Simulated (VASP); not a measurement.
Crystal: HfTa.

```
Hf Ta
1.0
     3.92187    0.00000    0.00000
    -1.96094    3.39644    0.00000
     0.00000    0.00000    6.28074
Hf Ta
2 2
Cartesian
  0.0000 2.2643 0.0000
  1.9609 1.1321 3.1404
  0.0000 2.2643 2.3999
  1.9609 1.1321 5.5402
```

```yaml
Program: VASP 6.6.1
Task: relaxation of cell and atoms
Functional: PBE
Potentials_or_basis: VASP PAW PBE potentials, release 64 (Hf_pv, Ta_pv)
Cutoff: 600 eV
k_mesh: 6 × 6 × 4
Occupations: gaussian, width 0.1 eV
Spin: no spin polarisation
```

At the start: pressure 40.2 GPa; volume 20.92 Å³/atom.

Problem. How do energy, volume and symmetry change on relaxing?

Solution. Over 17 steps the energy falls by 1840.8 meV/atom and the volume is 27.83 Å³/atom (+33.1 %); space group P6_3/mmc (No. 194, to 0.05 Å).

The path:
```tsv
step	energy change (eV)	largest force (eV/Å)	pressure (GPa)	volume (Å³)
1	0.0000	0.9660	40.17	83.66
2	-2.3274	0.4569	-9.34	164.52
3	-3.7385	1.0355	-0.53	123.97
4	-4.1156	1.3353	-1.31	124.05
5	-5.6596	2.0049	-4.43	123.09
6	-4.8121	5.9291	9.53	115.12
7	-5.9508	3.0639	-3.99	122.02
8	-7.0605	1.7102	-2.34	119.22
9	-7.0424	0.6675	-0.76	118.23
10	-7.0795	1.2585	-1.65	118.76
11	-7.0635	1.2221	-0.41	117.00
12	-7.1461	0.1150	-1.21	117.91
13	-7.2674	0.0727	-1.57	116.69
14	-7.3404	0.0260	-1.86	114.98
15	-7.3448	0.0146	-1.87	114.50
16	-7.3626	0.0010	-0.37	111.91
17	-7.3632	0.0046	-0.01	111.34
```

Final structure:
```xyz
4
Lattice="4.8674 0.0000 0.0000 -2.4337 4.2153 0.0000 0.0000 0.0000 5.4265" Properties=species:S:1:pos:R:3 pbc="T T T"
Hf    0.0000    2.8102    5.1065
Hf    2.4337    1.4051    2.3932
Ta    0.0000    2.8102    2.3935
Ta    2.4337    1.4051    5.1067
```

Caveat: the volume moved by over 15 % at a fixed basis, so the end points are rough.
